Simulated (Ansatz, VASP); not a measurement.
One calculation of Rh, two programs

```
CELL_PARAMETERS angstrom
2.80899 0.00000 0.00000
-1.40450 2.43266 0.00000
0.00000 0.00000 4.52552
ATOMIC_POSITIONS crystal
Rh 0.33333 0.66667 0.25000
Rh 0.66667 0.33333 0.75000
```

Alike in both runs: task single point; functional revPBE; k mesh 15 × 15 × 8; occupations fermi-dirac, width 0.1 eV; no spin polarisation.

|  | VASP | Ansatz |
| --- | --- | --- |
| version | VASP 6.6.1 | Ansatz 0.2.0 |
| potentials or method | VASP PAW PBE potentials, release 64 (Rh_pv), cutoff 520 eV | plane waves (420 eV) with PAW, scalar-relativistic |
| valence electrons in the cell | 30 | 34 |

```tsv
	VASP	Ansatz	Ansatz less VASP
pressure (GPa)	-14.9	-15.0	-0.09
traceless stress, the component that is largest in VASP (GPa)	-0.45	-0.47	-0.020
```

VASP's potentials were made for PBE, not for revPBE. The functional is the same, so the differences come from potentials, cutoffs and numerics. VASP's potentials hold 30 valence electrons a cell and Ansatz's 34, so a difference there can come from the potentials and not from the codes.
